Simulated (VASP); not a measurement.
# GaN in VASP: further runs, part 2 of 2

VASP 6.6.1.

**4. Single point, PBE (strain along [111] -0.5%)**

File INCAR:

```
PREC     = Accurate       # precision mode
ENCUT    = 520            # plane-wave cutoff, eV
EDIFF    = 1E-7           # SCF threshold, eV
ISMEAR   = 0              # smearing method
SIGMA    = 0.01           # smearing width, eV
LREAL    = F              # projectors in reciprocal space
LASPH    = T              # aspherical terms in the spheres
NELM     = 100            # most SCF steps
ALGO     = Normal         # electronic algorithm
ISIF     = 2              # what is computed and relaxed
LWAVE    = F              # write WAVECAR
LCHARG   = F              # write CHGCAR
GGA      = PE             # functional
NBANDS   = 16             # bands
```

File KPOINTS:

```
Automatic mesh
0
Gamma
  6 6 6
```

File POSCAR:

```
GaN
1.0
   -0.0074965085      2.2414560331      2.2414560331
    2.2414560331     -0.0074965085      2.2414560331
    2.2414560331      2.2414560331     -0.0074965085
Ga N
1 1
Direct
   -0.0002488047     -0.0002488047     -0.0002488047
    0.2502488047      0.2502488047      0.2502488047
```

Potentials or basis: VASP PAW PBE potentials, release 64 (Ga_d, N).

On the command line:

```
$ cat potpaw_PBE.64/Ga_d/POTCAR potpaw_PBE.64/N/POTCAR > POTCAR
$ mpirun -np 1 vasp_std > vasp.out
```

OUTCAR:

```text
PREC = Accurate
   ENCUT = 520
   EDIFF = 1E-7
   ISMEAR = 0
   LREAL = F
   LASPH = T
   NELM = 100
   ISIF = 2
   GGA = PE

 ion  position               nearest neighbor table
   1  1.000  1.000  1.000-   2 1.94   2 1.95   2 1.95   2 1.95
   2  0.250  0.250  0.250-   1 1.94   1 1.95   1 1.95   1 1.95

  LATTYP: Found a trigonal (rhomboedric) cell.
 ALAT       =     3.1699063857
 COS(alpha) =     0.4966527407

  Lattice vectors:

 A1 = (  -0.0074965085,   2.2414560331,   2.2414560331)
 A2 = (   2.2414560331,  -0.0074965085,   2.2414560331)
 A3 = (   2.2414560331,   2.2414560331,  -0.0074965085)

Analysis of symmetry for initial positions (statically):
=====================================================================
 Subroutine PRICEL returns:
 Original cell was already a primitive cell.

 Routine SETGRP: Setting up the symmetry group for a
 trigonal (rhombohedral) supercell.

 Subroutine GETGRP returns: Found  6 space group operations
 (whereof  6 operations were pure point group operations)
 out of a pool of 12 trial point group operations.

The static configuration has the point symmetry C_3v.

Analysis of symmetry for dynamics (positions and initial velocities):
=====================================================================
 Subroutine PRICEL returns:
 Original cell was already a primitive cell.

 Routine SETGRP: Setting up the symmetry group for a
 trigonal (rhombohedral) supercell.

 Subroutine GETGRP returns: Found  6 space group operations
 (whereof  6 operations were pure point group operations)
 out of a pool of 12 trial point group operations.

The dynamic configuration has the point symmetry C_3v.

 Subroutine INISYM returns: Found  6 space group operations
 (whereof  6 operations are pure point group operations),
 and found     1 'primitive' translations

----------------------------------------------------------------------------------------

[... 110 lines left out ...]
   IMIX   =      4    mixing-type and parameters
     AMIX     =   0.40;   BMIX     =  1.00
     AMIX_MAG =   1.60;   BMIX_MAG =  1.00
  volume/ion in A,a.u.               =      11.32        76.38
  Fermi-wavevector in a.u.,A,eV,Ry     =   1.516705  2.866156 31.298747  2.300393
  Thomas-Fermi vector in A             =   2.626059
   LORBIT       =      0    0 simple, 1 ext, 2 COOP (PROOUT), +10 PAW based schemes
   GGA     = PE    functional components
   LHFCALC =     F    Hartree Fock is set to
   AEXX    =    0.0000 exact exchange contribution
   IVDW    =     0    specifies the selected vdW correction
   LEPSILON=     F    determine dielectric tensor
   LRPA    =     F    only Hartree local field effects (RPA)
 non-spin polarized calculation
 Gauss-broadening in eV      SIGMA  =   0.01
  energy-cutoff  :      520.00
  volume of cell :       22.64
 maximum number of plane-waves:       620
   NGX = 11   NGY = 11   NGZ = 11

 number of electron      18.0000011 magnetization

 Free energy of the ion-electron system (eV)
  ---------------------------------------------------
  ext. energy  EPLUGINS =         0.00000000
  ---------------------------------------------------
  free energy    TOTEN  =       -12.12857976 eV

  energy without entropy =      -12.12857976  energy(sigma->0) =      -12.12857976

 E-fermi :   5.5820     XC(G=0): -11.7251

 val. band max:        5.4290700660   @ k =   0.0000   0.0000   0.0000
 cond. band min:       7.2006117489   @ k =   0.0000   0.0000   0.0000
 fundamental gap:      1.7715416829
 Fermi energy:         5.5820337398

 k-point     1 :       0.0000    0.0000    0.0000
  band No.  band energies     occupation
      1     -10.6228      2.00000
      2      -8.0491      2.00000
      3      -8.0491      2.00000
      4      -8.0474      2.00000
      5      -7.7176      2.00000
      6      -7.7176      2.00000
[... 433 lines left out ...]
      3      -7.8379      2.00000
      4      -7.7265      2.00000
      5      -7.6769      2.00000
      6      -5.8250      2.00000
[... 8 lines left out ...]
     15      26.1872      0.00000
     16      28.6147      0.00000

 [... further k-points ...]

------------------------ aborting loop because EDIFF is reached ----------------------------------------

  FORCE on cell =-STRESS in cart. coord.  units (eV):
  Direction    XX          YY          ZZ          XY          YZ          ZX
  --------------------------------------------------------------------------------------
  -------------------------------------------------------------------------------------
  Total        1.0179929      1.0179929      1.0179929      0.0733440      0.0733440      0.0733440
  in kB       72.0545435     72.0545435     72.0545435      5.1913603      5.1913603      5.1913603
  external PRESSURE =      72.0545435 kB  Pullay stress =       0.0000000 kB

 VOLUME and BASIS-vectors are now :
 -----------------------------------------------------------------------------
  energy-cutoff  :      520.00
  volume of cell :       22.64
      direct lattice vectors                 reciprocal lattice vectors
    -0.007496509  2.241456033  2.241456033    -0.221953318  0.222698128  0.222698128
     2.241456033 -0.007496509  2.241456033     0.222698128 -0.221953318  0.222698128
     2.241456033  2.241456033 -0.007496509     0.222698128  0.222698128 -0.221953318

 POSITION                                       TOTAL-FORCE (eV/Angst)
 -----------------------------------------------------------------------------------
      4.47430      4.47430      4.47430        -0.002218     -0.002218     -0.002218
      1.11997      1.11997      1.11997         0.002218      0.002218      0.002218
 -----------------------------------------------------------------------------------
    total drift:                                0.000025      0.000025      0.000026

  FREE ENERGIE OF THE ION-ELECTRON SYSTEM (eV)
  ---------------------------------------------------
  free  energy   TOTEN  =       -12.1285797577 eV

  energy  without entropy=      -12.1285797577  energy(sigma->0) =      -12.12857976
```

Run time: 20 s. Hardware: 1 thread of AMD EPYC 7R13, shared host; peak memory 0.11 GiB.

What came out:

```
Free energy            : -12.1286 eV
Pressure               : 7.2 GPa
Largest force          : 0.004 eV/Å
Band gap on the k mesh : 1.77 eV, direct
```

Forces on the atoms (eV/Å):
```
Ga  -0.002 -0.002 -0.002
N    0.002  0.002  0.002
```

Levels at points of the mesh, in eV from the valence-band top:
| k point | band 5 | band 6 | band 7 | band 8 | band 9 | band 10 | band 11 | band 12 | band 13 | band 14 |
| --- | --- | --- | --- | --- | --- | --- | --- | --- | --- | --- |
| (0.00, 0.00, 0.00) | -13.15 | -13.15 | -0.03 | -0.03 | 0.00 | 1.77 | 10.31 | 10.31 | 10.42 | 17.73 |
| (0.50, 0.00, 0.00) | -13.10 | -11.91 | -7.14 | -1.01 | -0.98 | 4.71 | 8.75 | 10.40 | 10.43 | 15.71 |
| (0.50, 0.50, 0.00) | -13.07 | -11.48 | -6.19 | -2.79 | -2.74 | 3.33 | 6.70 | 11.76 | 14.04 | 14.07 |
| (0.50, 0.50, 0.50) | -13.10 | -11.88 | -7.11 | -1.03 | -1.03 | 4.64 | 8.78 | 10.34 | 10.34 | 15.67 |

Caveat: the cell differs from its parent crystal (strain along [111] -0.5%).

**5. Single point, PBE (strain -3.0%)**

File INCAR:

```
SYSTEM = GaN
PREC = Accurate
ENCUT = 520
EDIFF = 1E-6
ISMEAR = -1
SIGMA = 0.02
LREAL = .FALSE.
LASPH = .TRUE.
NELM = 60
ALGO = Normal
ISIF = 2
LWAVE = .FALSE.
LCHARG = .FALSE.
GGA = PE
NBANDS = 16
```

File KPOINTS:

```
Automatic mesh
0
G
  10 10 10
  0 0 0
```

File POSCAR:

```
GaN
1.0
    0.0000000000      2.1814839653      2.1814839653
    2.1814839653      0.0000000000      2.1814839653
    2.1814839653      2.1814839653      0.0000000000
Ga N
1 1
Direct
    0.0000000000      0.0000000000      0.0000000000
    0.2500000000      0.2500000000      0.2500000000
```

Potentials or basis: VASP PAW PBE potentials, release 64 (Ga_d, N).

On the command line:

```
$ cat potpaw_PBE.64/Ga_d/POTCAR potpaw_PBE.64/N/POTCAR > POTCAR
$ mpirun -np 1 vasp_std > vasp.out
```

OUTCAR:

```text
SYSTEM = GaN
   PREC = Accurate
   ENCUT = 520
   EDIFF = 1E-6
   ISMEAR = -1
   LREAL = .FALSE.
   LASPH = .TRUE.
   NELM = 60
   ISIF = 2
   GGA = PE

 ion  position               nearest neighbor table
   1  0.000  0.000  0.000-   2 1.89   2 1.89   2 1.89   2 1.89
   2  0.250  0.250  0.250-   1 1.89   1 1.89   1 1.89   1 1.89

  LATTYP: Found a face centered cubic cell.
 ALAT       =     4.3629679306

  Lattice vectors:

[... 641 lines left out ...]

------------------------ aborting loop because EDIFF is reached ----------------------------------------

  FORCE on cell =-STRESS in cart. coord.  units (eV):
  Direction    XX          YY          ZZ          XY          YZ          ZX
  --------------------------------------------------------------------------------------
  -------------------------------------------------------------------------------------
  Total        3.6510206      3.6510206      3.6510206      0.0000000      0.0000000      0.0000000
  in kB      281.7336995    281.7336995    281.7336995      0.0000000      0.0000000      0.0000000
  external PRESSURE =     281.7336995 kB  Pullay stress =       0.0000000 kB

 VOLUME and BASIS-vectors are now :
 -----------------------------------------------------------------------------
  energy-cutoff  :      520.00
  volume of cell :       20.76
      direct lattice vectors                 reciprocal lattice vectors
     0.000000000  2.181483965  2.181483965    -0.229201776  0.229201776  0.229201776
     2.181483965  0.000000000  2.181483965     0.229201776 -0.229201776  0.229201776
     2.181483965  2.181483965  0.000000000     0.229201776  0.229201776 -0.229201776

 POSITION                                       TOTAL-FORCE (eV/Angst)
 -----------------------------------------------------------------------------------
      0.00000      0.00000      0.00000        -0.000000     -0.000000     -0.000000
      1.09074      1.09074      1.09074         0.000000      0.000000      0.000000
 -----------------------------------------------------------------------------------
    total drift:                                0.000002      0.000002      0.000001

  FREE ENERGIE OF THE ION-ELECTRON SYSTEM (eV)
  ---------------------------------------------------
  free  energy   TOTEN  =       -11.9342112522 eV

  energy  without entropy=      -11.9342112522  energy(sigma->0) =      -11.93421125
```

OSZICAR:

```text
N       E                     dE             d eps       ncg     rms          rms(c)
DAV:   1     0.805970987012E+02    0.80597E+02   -0.93842E+03  1728   0.207E+03
DAV:   2    -0.896372104641E+01   -0.89561E+02   -0.84123E+02  1760   0.329E+02
DAV:   3    -0.140557105585E+02   -0.50920E+01   -0.50765E+01  1832   0.683E+01
DAV:   4    -0.141089821152E+02   -0.53272E-01   -0.53268E-01  1816   0.746E+00
DAV:   5    -0.141097044905E+02   -0.72238E-03   -0.72237E-03  1880   0.760E-01    0.810E+00
DAV:   6    -0.119278981210E+02    0.21818E+01   -0.48001E+00  2288   0.431E+01    0.269E+00
DAV:   7    -0.119414701909E+02   -0.13572E-01   -0.38125E-01  1648   0.640E+00    0.182E+00
DAV:   8    -0.119376101930E+02    0.38600E-02   -0.43806E-02  1808   0.354E+00    0.645E-01
DAV:   9    -0.119340672857E+02    0.35429E-02   -0.14190E-02  2176   0.309E+00    0.157E-01
DAV:  10    -0.119342729459E+02   -0.20566E-03   -0.14762E-03  1904   0.590E-01    0.550E-02
DAV:  11    -0.119342070686E+02    0.65877E-04   -0.23805E-04  2288   0.223E-01    0.154E-02
DAV:  12    -0.119342114528E+02   -0.43842E-05   -0.24042E-05  1720   0.508E-02    0.117E-02
DAV:  13    -0.119342112522E+02    0.20061E-06   -0.67860E-07  1392   0.146E-02
   1 F= -.11934211E+02 E0= -.11934211E+02  d E =-.252887E-12
```

It took 26 s on 1 thread of AMD EPYC 7R13, shared host; peak memory 0.12 GiB.

What came out:

| Quantity | Value |
| --- | --- |
| Free energy | -11.9342 eV |
| Pressure | 28.2 GPa |
| Band gap on the k mesh | 2.35 eV, direct |

Levels at points of the mesh, in eV from the valence-band top:
```csv
k point,band 6,band 7,band 8,band 9,band 10,band 11,band 12,band 13
"(0.00, 0.00, 0.00)",-13.13,0.00,0.00,0.00,2.35,10.92,10.92,10.92
"(0.50, 0.00, 0.00)",-11.88,-7.71,-1.10,-1.10,5.32,9.21,10.87,10.87
"(0.50, 0.50, 0.00)",-11.48,-6.54,-3.07,-3.07,3.37,7.23,12.44,15.02
```

Caveat: the cell differs from its parent crystal (strain -3.0%).

**6. Summary**

| cell | k mesh | smearing | gap on the mesh (eV) | pressure (GPa) |
| --- | --- | --- | --- | --- |
| a = 3.085 Å, angles 60.0°, 2 atoms | 6 × 6 × 6 | gaussian 0.01 eV | 2.35 | 28.1 |
| a = 3.180, b = 3.173, c = 3.173 Å, angles 60.2, 59.9, 59.9°, 2 atoms | 6 × 6 × 6 | gaussian 0.01 eV | 1.78 | 7.2 |
| a = 3.170 Å, angles 60.2°, 2 atoms | 6 × 6 × 6 | gaussian 0.01 eV | 1.77 | 7.2 |
| a = 3.085 Å, angles 60.0°, 2 atoms | 10 × 10 × 10 | fermi-dirac 0.02 eV | 2.35 | 28.2 |

Alike in all rows: task single point; level PBE; potentials or basis VASP PAW PBE potentials, release 64 (Ga_d, N); no spin polarisation; cutoff (eV) 520.

Total energies depend on the potentials used, so only differences within one code and one set of settings carry meaning.
